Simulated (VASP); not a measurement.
Wanted: the native input for a VASP 6.6.1 run.

| Property | Result |
| --- | --- |
| Task | relaxation of cell and atoms |
| Functional | PBEsol |
| Potentials or basis | VASP PAW PBE potentials, release 64 (W_sv, S) |
| Cutoff | 600 eV |
| k mesh | 12 × 12 × 2 |
| Occupations | gaussian, width 0.02 eV |
| Spin | no spin polarisation |
| Dipole correction | no |
| Further INCAR settings | ALGO = Normal; EDIFF = 1e-06; IBRION = 2; EDIFFG = -0.005; NSW = 100; ISIF = 3 |

The structure of WS2 lies in POSCAR:

```
WS2
1.0
    3.1842228900      0.0000000000      0.0000000000
   -1.5921114500      2.7576179200      0.0000000000
    0.0000000000      0.0000000000     12.9782823600
W S
2 4
Direct
    0.3333333300      0.6666666700      0.2500000000
    0.6666666700      0.3333333300      0.7500000000
    0.3333333300      0.6666666700      0.6298049400
    0.6666666700      0.3333333300      0.1298049400
    0.3333333300      0.6666666700      0.8701950600
    0.6666666700      0.3333333300      0.3701950600
```

One way to write it, as run:

INCAR

```
ALGO = Normal
EDIFF = 1E-6
EDIFFG = -0.005
ENCUT = 600
GGA = PS
IBRION = 2
ISIF = 3
ISMEAR = 0
LASPH = True
LCHARG = False
LREAL = False
LWAVE = False
NELM = 100
NSW = 100
PREC = Accurate
SIGMA = 0.02
```

KPOINTS

```
k-points
0
Gamma
  12 12 2
```

Potentials or basis: VASP PAW PBE potentials, release 64 (W_sv, S).

Run with:

```sh
$ cat potpaw_PBE.64/W_sv/POTCAR potpaw_PBE.64/S/POTCAR > POTCAR
$ mpirun -np 1 vasp_std > vasp.out
```

It gave:

* Relaxed volume: 18.15 Å³/atom
* Relaxed cell: a = 3.147 Å, b = 3.147 Å, c = 12.698 Å, α = 90.00°, β = 90.00°, γ = 120.00°
* Space group after relaxing (to 0.1 Å): P6_3/mmc (No. 194)
* Energy gained by relaxing: 5.3 meV/atom
* Ionic steps: 23
* Pressure after relaxing: 0.0 GPa
* Band gap on the k mesh: 1.12 eV (least direct gap 1.87 eV)

Caveat: the PAW data sets were made with another functional, which shifts forces and pressure a little; spin-orbit coupling is left out, which moves the levels of the heavy elements; this functional lacks dispersion, which binds layers or chains, so the pressure and a relaxed spacing across them are unreliable.

Run time: 16 min on 1 thread of AMD EPYC 9R45 96-Core Processor (Zen 5), with other jobs on the host, peak memory 0.33 GiB.
